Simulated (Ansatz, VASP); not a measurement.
## Ge4Pd in VASP and in Ansatz

```
Ge Pd
1.0
    -2.97756    2.97756    2.97756
     2.97756   -2.97756    2.97756
     2.97756    2.97756   -2.97756
Ge Pd
4 1
Direct
  0.50000 0.50000 0.50000
  0.00000 0.00000 0.50000
  0.00000 0.50000 0.00000
  0.50000 0.00000 0.00000
  0.00000 0.00000 0.00000
```

Alike in both runs: functional PBE; k mesh 10 × 10 × 10; occupations gaussian, width 0.1 eV; no spin polarisation.

Ansatz relaxed the structure, and its values are those at the end. VASP's run is a single point on that final structure, the one shown.

|  | VASP | Ansatz |
| --- | --- | --- |
| version | VASP 6.6.1 | Ansatz 0.2.0 |
| potentials or method | VASP PAW PBE potentials, release 64 (Ge_d, Pd), cutoff 520 eV | scalar-relativistic, plane waves, PAW |
| valence electrons in the cell | 66 | 74 |

```tsv
	VASP	Ansatz	Ansatz less VASP
gap on the k mesh at the Fermi level (eV)	none	none	-
pressure (GPa)	0.0	0.0	-0.02
```

A gap of «none» marks a metal or a gap that the smearing closes. The functional is the same, so the differences come from potentials, cutoffs and numerics. VASP's potentials hold 66 valence electrons a cell and Ansatz's 74, so a difference there can come from the potentials and not from the codes.
